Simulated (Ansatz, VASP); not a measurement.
## WSe2: VASP beside Ansatz

```
Se W
1.0
     3.31352    0.00000    0.00000
    -1.65676    2.86960    0.00000
     0.00000    0.00000   30.52000
Se W
2 1
Cartesian
  1.6568 0.9565 7.0189
  1.6568 0.9565 10.3411
  0.0000 1.9131 8.6800
```

Alike in both runs: functional r2SCAN; k mesh 12 × 12 × 1; occupations gaussian, width 0.03 eV; no spin polarisation.

Ansatz relaxed the structure, and its values are those at the end. VASP's run is a single point on that final structure, the one shown.

|  | VASP | Ansatz |
| --- | --- | --- |
| version | VASP 6.6.1 | Ansatz 0.2.0 |
| potentials or method | VASP PAW PBE potentials, release 64 (Se, W_sv), cutoff 440 eV | scalar-relativistic, plane waves, PAW |
| valence electrons in the cell | 26 | 46 |

VASP gave:

| Item | Value |
| --- | --- |
| gap on the k mesh at the Fermi level (eV) | 1.65 |
| least direct gap on the mesh (eV) | 1.65 |
| rms of the force components (eV/Å) | 0.022 |

Task: Which values does Ansatz return?

Result: gap on the k mesh at the Fermi level (eV): 1.65; least direct gap on the mesh (eV): 1.65; rms of the force components (eV/Å): 0.002.

VASP's potentials were made for PBE, not for r2SCAN. VASP's potentials hold 26 valence electrons a cell and Ansatz's 46, so a difference there can come from the potentials and not from the codes. Ansatz's warnings: slab cell height set, structure snapped to symmetry, xc potential rough in thin density.

Neither program's run includes spin-orbit coupling.
